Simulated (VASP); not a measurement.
A run of VASP 6.6.1 is set up as follows.

File POSCAR:

```
Ga
1.0
   -1.4040000000      1.4040000000      2.2958700000
    1.4040000000     -1.4040000000      2.2958700000
    1.4040000000      1.4040000000     -2.2958700000
Ga
1
Direct
    0.0000000000      0.0000000000      0.0000000000
```

The input INCAR.step1:

```
SYSTEM = Ga
PREC = Accurate ; ENCUT = 520
ISMEAR = 0 ; SIGMA = 0.15
LREAL = .False. ; LASPH = .True.
NELM = 100 ; NBANDS = 12
GGA = PE ; ALGO = Normal
EDIFF = 1E-4 ; LWAVE = .True.
LCHARG = .False.
```

Contents of INCAR.step2:

```
SYSTEM = Ga
PREC = Accurate ; ENCUT = 520
EDIFF = 1E-7 ; ISMEAR = 0
SIGMA = 0.15 ; LREAL = .False.
LASPH = .True. ; NELM = 100
ALGO = Normal ; ISIF = 2
LWAVE = .False. ; LCHARG = .False.
METAGGA = R2SCAN ; LMIXTAU = .True.
NBANDS = 12 ; ISTART = 1
```

Contents of KPOINTS:

```
regular mesh
0
Gamma
  24 24 24
  0 0 0
```

Potentials or basis: VASP PAW PBE potentials, release 64 (Ga_d).

Launch:

```console
$ cat potpaw_PBE.64/Ga_d/POTCAR > POTCAR
$ cp INCAR.step1 INCAR
$ mpirun -np 1 vasp_std > vasp.out
$ cp INCAR.step2 INCAR
$ mpirun -np 1 vasp_std > vasp.out
```

(1) Estimate the pressure.

Answers

(1) -0.8 GPa.

Caveat: the cell differs from its parent crystal (strain +0.000 along x and y, +0.030 along z); the PAW data sets were made with another functional, which shifts forces and pressure a little.
